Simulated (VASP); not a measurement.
Mg3ZnC, 5 atoms in the cell. The structure is cubic, space group Pm-3m (No. 221). Conventional cell: a = 4.407 Å, b = 4.407 Å, c = 4.407 Å, α = 90.00°, β = 90.00°, γ = 90.00°. Mg (site symmetry 4/mmm) has 2 C at 2.20 Å within 2.9 Å. Zn (site symmetry m-3m) has 12 Mg at 3.12 Å and 8 C at 3.82 Å within 4.1 Å. Within 2.9 Å of C (site symmetry m-3m) lie 6 Mg at 2.20 Å. 

* Program: VASP 6.6.1
* Task: single point
* Functional: PBE
* Potentials or basis: VASP PAW PBE potentials, release 64 (Mg, Zn, C)
* Cutoff: 520 eV
* k mesh: 6 × 6 × 6
* Occupations: fermi-dirac, width 0.1 eV
* Spin: no spin polarisation
* Dipole correction: no
* Further INCAR settings: ALGO = Normal; EDIFF = 1e-06; NBANDS = 19

Potentials or basis: VASP PAW PBE potentials, release 64 (Mg, Zn, C).

Run with:

```sh
$ cat potpaw_PBE.64/Mg/POTCAR potpaw_PBE.64/Zn/POTCAR potpaw_PBE.64/C/POTCAR > POTCAR
$ mpirun -np 1 vasp_std > vasp.out
```

Hardware: 1 thread of Intel(R) Xeon(R) Platinum 8488C (Sapphire Rapids), on a shared host.

Estimate the wall time of this run.

Run time: 25 s on 1 thread of Intel(R) Xeon(R) Platinum 8488C (Sapphire Rapids) (shared host), peak memory 0.21 GiB. Counts: scf iterations 15, k points 20.
